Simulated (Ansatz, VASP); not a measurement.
# TiO2 in VASP and in Ansatz

The input INCAR:

```
PREC = Accurate
ENCUT = 520
EDIFF = 1E-6
ISMEAR = 0
SIGMA = 0.02
LREAL = F
LASPH = T
NELM = 100
ALGO = Normal
ISIF = 2
LWAVE = F
LCHARG = F
GGA = PE
NBANDS = 33
```

KPOINTS

```
Automatic mesh
0
Gamma
  10 10 10
```

File POSCAR:

```
TiO2
1.0
   -1.8995999940      1.8995999940      4.8488731948
    1.8995999940     -1.8995999940      4.8488731948
    1.8995999940      1.8995999940     -4.8488731948
Ti O
2 4
Direct
    0.0000000000      0.0000000000      0.0000000000
    0.7500000000      0.2500000000      0.5000000000
    0.9564814581      0.4564814581      0.5000000000
    0.2064814581      0.2064814581      0.0000000000
    0.5435185419      0.0435185419      0.5000000000
    0.7935185419      0.7935185419      0.0000000000
```

Input for Ansatz:

```yaml
crystal:
  lattice:
    - [-1.899599994, 1.899599994, 4.8488731948]
    - [1.899599994, -1.899599994, 4.8488731948]
    - [1.899599994, 1.899599994, -4.8488731948]
  atoms:
    - { symbol: Ti, position: [0.0, 0.0, 0.0] }
    - { symbol: Ti, position: [0.75, 0.25, 0.5] }
    - { symbol: O, position: [0.9564814581, 0.4564814581, 0.5] }
    - { symbol: O, position: [0.2064814581, 0.2064814581, 0.0] }
    - { symbol: O, position: [0.5435185419, 0.0435185419, 0.5] }
    - { symbol: O, position: [0.7935185419, 0.7935185419, 0.0] }
basis:
  ecutwfc: 420
  xc_grid: 2
kpoints:
  mp_grid: { grid: [10, 10, 10] }
  band_path: { path: [VBM, CBM], npoints: 2 }
hamiltonian:
  xc: pbe
scf:
  occupations: { method: gaussian, width: 0.02 }
output:
  forces: true
  stress: true
  eigenvalues: true
```

Alike in both runs: task single point; functional PBE; k mesh 10 × 10 × 10; occupations gaussian, width 0.02 eV; no spin polarisation.

|  | VASP | Ansatz |
| --- | --- | --- |
| version | VASP 6.6.1 | Ansatz 0.2.0 |
| potentials or method | VASP PAW PBE potentials, release 64 (Ti_sv, O), cutoff 520 eV | scalar-relativistic, plane waves, PAW |
| valence electrons in the cell | 48 | 48 |

Ansatz gave:

- gap on the k mesh at the Fermi level (eV): 2.14
- least direct gap on the mesh (eV): 2.43
- pressure (GPa): 0.0
- traceless stress, the component that is largest in VASP (GPa): 0.03
- rms of the force components (eV/Å): 0.001

Question: Estimate VASP's values.

Answer: gap on the k mesh at the Fermi level (eV): 2.11; least direct gap on the mesh (eV): 2.41; pressure (GPa): 0.7; traceless stress, the component that is largest in VASP (GPa): 0.07; rms of the force components (eV/Å): 0.009.

Atom by atom the forces differ by 0.009 eV/Å (rms over components). With one functional, cell and mesh, what is left measures potentials, basis and numerics.
